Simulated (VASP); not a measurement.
Wanted: the native input for a VASP 6.6.1 run.

```
Task                   : single point
Functional             : PBEsol
Potentials or basis    : VASP PAW PBE potentials, release 64 (Al, Pt, C)
Cutoff                 : 520 eV
k mesh                 : 4 × 4 × 4
Occupations            : methfessel-paxton, width 0.05 eV
Spin                   : no spin polarisation
Dipole correction      : no
Further INCAR settings : ALGO = Normal; EDIFF = 1e-06; NBANDS = 26
```

The structure of AlPt3C lies in POSCAR:

```
AlPt3C
1.0
    4.1851500000      0.0000000000      0.0000000000
    0.0000000000      4.1851500000      0.0000000000
    0.0000000000      0.0000000000      4.1851500000
Al Pt C
1 3 1
Direct
    0.0000000000      0.0000000000      0.0000000000
    0.0000000000      0.5000000000      0.5000000000
    0.5000000000      0.0000000000      0.5000000000
    0.5000000000      0.5000000000      0.0000000000
    0.5000000000      0.5000000000      0.5000000000
```

These files were run (other wordings do the same):

INCAR

```
  PREC = Accurate
  ENCUT = 520
  EDIFF = 1E-6
  ISMEAR = 1
  SIGMA = 0.05
  LREAL = False
  LASPH = True
  NELM = 80
  ALGO = Normal
  ISIF = 2
  LWAVE = False
  LCHARG = True
  GGA = PS
  LELF = True
  LVHAR = True
  NBANDS = 26
```

KPOINTS

```
Automatic mesh
0
Gamma
  4 4 4
```

Potentials or basis: VASP PAW PBE potentials, release 64 (Al, Pt, C).

The run is started by

```sh
$ cat potpaw_PBE.64/Al/POTCAR potpaw_PBE.64/Pt/POTCAR potpaw_PBE.64/C/POTCAR > POTCAR
$ mpirun -np 1 vasp_std > vasp.out
```

Results of the run:

```json
{
  "Pressure": "-7.8 GPa",
  "Band gap on the k mesh": "zero (an odd number of electrons rules out a gap without spin polarisation)"
}
```

Caveat: the k points lie up to 0.38 Å⁻¹ apart, too coarse for converged energies and pressures of a metal; the PAW data sets were made with another functional, which shifts forces and pressure a little; spin-orbit coupling is left out, which moves the levels of the heavy elements.

Run time: 32 s on 1 thread of AMD EPYC 7R13, on a shared host, peak memory 0.15 GiB.
